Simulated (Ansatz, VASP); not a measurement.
# Be3Zn2Se5: VASP beside Ansatz

```
CELL_PARAMETERS angstrom
-3.82052 0.00003 -0.00010
-0.00007 0.00027 5.37319
1.90992 9.58768 -2.68621
ATOMIC_POSITIONS crystal
Be 0.59261 0.59057 0.18524
Be 0.00007 0.99410 0.00000
Be 0.40744 0.40531 0.81476
Zn 0.80442 0.80446 0.60866
Zn 0.19544 0.19580 0.39133
Se 0.69160 0.47226 0.38351
Se 0.90851 0.64042 0.81688
Se 0.09155 0.82356 0.18313
Se 0.30831 0.08875 0.61649
Se 0.50006 0.23479 0.00001
```

Change from the starting cell: cell x1, atoms moved at random (sigma 0.05 Å) and cell strained at random (1.5 %), then relaxed without symmetry.

Alike in both runs: functional PBE; k mesh 4 × 4 × 4; occupations gaussian, width 0.1 eV; no spin polarisation.

Ansatz relaxed the structure, and its values are those at the end. VASP's run is a single point on that final structure, the one shown.

```csv
,VASP,Ansatz
version,VASP 6.6.1,Ansatz 0.2.0
potentials or method,"VASP PAW PBE potentials, release 64 (Be, Zn, Se), cutoff 520 eV","scalar-relativistic, plane waves, PAW"
valence electrons in the cell,60,110
```

Ansatz gave:

| Quantity | Value |
| --- | --- |
| gap on the k mesh at the Fermi level (eV) | 2.38 |
| least direct gap on the mesh (eV) | 2.38 |
| pressure (GPa) | 0.0 |
| rms of the force components (eV/Å) | 0.002 |

Q: Estimate VASP's values.

A: gap on the k mesh at the Fermi level (eV): 2.37; least direct gap on the mesh (eV): 2.37; pressure (GPa): 0.2; rms of the force components (eV/Å): 0.006.

VASP's potentials hold 60 valence electrons a cell and Ansatz's 110, so a difference there can come from the potentials and not from the codes.
